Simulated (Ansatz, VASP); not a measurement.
# VO2: VASP beside Ansatz

File INCAR:

```
SYSTEM = VO2
PREC = Accurate
ENCUT = 600
EDIFF = 1E-6
ISMEAR = -1
SIGMA = 0.05
LREAL = .FALSE.
LASPH = .TRUE.
NELM = 200
ALGO = Normal
ISIF = 2
LWAVE = .FALSE.
LCHARG = .FALSE.
ISPIN = 2
MAGMOM = 2 2 0 0 0 0
LORBIT = 11
LMAXMIX = 4
GGA = PE
ALDAC = 0.0
AGGAC = 0.0
NBANDS = 38
GGA_COMPAT = .FALSE.
```

File KPOINTS:

```
regular mesh
0
G
  6 6 9
  0 0 0
```

The input POSCAR:

```
VO2
1.0
    4.4151925128      0.0000000000      0.0000000000
    0.0000000000      4.4151925128      0.0000000000
    0.0000000000      0.0000000000      2.9823009287
V O
2 4
Direct
    0.5000000000      0.5000000000      0.5000000000
    0.0000000000      0.0000000000      0.0000000000
    0.2003580000      0.7996420000      0.5000000000
    0.7996420000      0.2003580000      0.5000000000
    0.7003580000      0.7003580000      0.0000000000
    0.2996420000      0.2996420000      0.0000000000
```

input.yaml

```yaml
crystal:
  lattice:
    - [4.4151925128, 0.0, 0.0]
    - [0.0, 4.4151925128, 0.0]
    - [0.0, 0.0, 2.9823009287]
  atoms:
    - { symbol: V, position: [0.5, 0.5, 0.5], spin: 2.0 }
    - { symbol: V, position: [0.0, 0.0, 0.0], spin: 2.0 }
    - { symbol: O, position: [0.200358, 0.799642, 0.5] }
    - { symbol: O, position: [0.799642, 0.200358, 0.5] }
    - { symbol: O, position: [0.700358, 0.700358, 0.0] }
    - { symbol: O, position: [0.299642, 0.299642, 0.0] }
hamiltonian:
  xc: { exchange: pbe, correlation: none }
  pseudopotentials: { kind: paw }
magnetization:
  spin_polarized: true
kpoints:
  mp_grid: { grid: [6, 6, 9] }
scf:
  occupations: { method: fermi_dirac, width: 0.05 }
output:
  forces: true
  stress: true
  eigenvalues: true
  write_density: true
  write_potential: true
  elf: true
  volumetric_format: npy
```

Alike in both runs: task single point; functional PBE exchange alone; k mesh 6 × 6 × 9; occupations fermi-dirac, width 0.05 eV; collinear spin.

|  | VASP | Ansatz |
| --- | --- | --- |
| version | VASP 6.6.1 | Ansatz 0.2.0 |
| potentials or method | VASP PAW PBE potentials, release 64 (V_sv, O) | Ansatz PAW |
| plane-wave cutoff (eV) | 600 | 420 |
| valence electrons in the cell | 50 | 50 |

|  | VASP | Ansatz | Ansatz less VASP |
| --- | --- | --- | --- |
| gap on the k mesh at the Fermi level (eV) | none | none | - |
| rms of the force components (eV/Å) | 0.063 | 0.057 | -0.0059 |
| net moment per atom (μB) | 0.33 | 0.33 | 0.000 |
| size of the moment on the site where the two differ most (μB) | 1.11 | 0.86 | -0.250 |

VASP's potentials were made for PBE, not for PBE exchange alone. Site moments also hang on the region over which each program counts them. Atom by atom the forces differ by 0.006 eV/Å (rms over components). A gap of «none» marks a metal or a gap that the smearing closes.
